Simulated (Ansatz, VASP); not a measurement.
# One calculation of AlN, two programs

The input INCAR:

```
SYSTEM = AlN
  PREC = Accurate
  ENCUT = 600
  EDIFF = 1E-6
  ISMEAR = 0
  SIGMA = 0.05
  LREAL = .FALSE.
  LASPH = .TRUE.
  NELM = 120
  ALGO = Normal
  ISIF = 2
  LWAVE = .FALSE.
  LCHARG = .FALSE.
  GGA = PS
  NBANDS = 16
  GGA_COMPAT = .FALSE.
```

Contents of KPOINTS:

```
Automatic mesh
0
G
  12 12 6
  0 0 0
```

Contents of POSCAR:

```
AlN
1.0
    2.9891449405      0.0000000000      0.0000000000
   -1.4945724703      2.5886754541      0.0000000000
    0.0000000000      0.0000000000      5.1827532083
Al N
2 2
Direct
    0.3333333333      0.6666666667      0.0015080761
    0.6666666667      0.3333333333      0.5015080761
    0.3333333333      0.6666666667      0.3834919239
    0.6666666667      0.3333333333      0.8834919239
```

Input for Ansatz:

```yaml
crystal:
  lattice:
    - [2.9891449405, 0.0, 0.0]
    - [-1.4945724703, 2.5886754541, 0.0]
    - [0.0, 0.0, 5.1827532083]
  atoms:
    - { symbol: Al, position: [0.3333333333, 0.6666666667, 0.0015080761] }
    - { symbol: Al, position: [0.6666666667, 0.3333333333, 0.5015080761] }
    - { symbol: "N", position: [0.3333333333, 0.6666666667, 0.3834919239] }
    - { symbol: "N", position: [0.6666666667, 0.3333333333, 0.8834919239] }
basis:
  ecutwfc: 420
kpoints:
  mp_grid: { grid: [12, 12, 6] }
hamiltonian:
  xc: pbesol
scf:
  occupations: { method: gaussian, width: 0.05 }
output:
  forces: true
  stress: true
  eigenvalues: true
```

Change from the starting cell: strain -0.040 along x and y, +0.040 along z, atoms carried along.

Alike in both runs: task single point; functional PBEsol; k mesh 12 × 12 × 6; occupations gaussian, width 0.05 eV; no spin polarisation.

|  | VASP | Ansatz |
| --- | --- | --- |
| version | VASP 6.6.1 | Ansatz 0.2.0 |
| potentials or method | VASP PAW PBE potentials, release 64 (Al, N), cutoff 600 eV | scalar-relativistic, plane waves, PAW |
| valence electrons in the cell | 16 | 16 |

VASP gave:

| Item | Value |
| --- | --- |
| gap on the k mesh at the Fermi level (eV) | 4.36 |
| least direct gap on the mesh (eV) | 4.36 |
| pressure (GPa) | 11.8 |
| traceless stress, the component that is largest in VASP (GPa) | -23.53 |
| rms of the force components (eV/Å) | 0.499 |

Question: Estimate Ansatz's values.

Answer: gap on the k mesh at the Fermi level (eV): 4.35; least direct gap on the mesh (eV): 4.35; pressure (GPa): 11.8; traceless stress, the component that is largest in VASP (GPa): -23.21; rms of the force components (eV/Å): 0.490.

VASP's potentials were made for PBE, not for PBEsol. Atom by atom the forces differ by 0.009 eV/Å (rms over components).
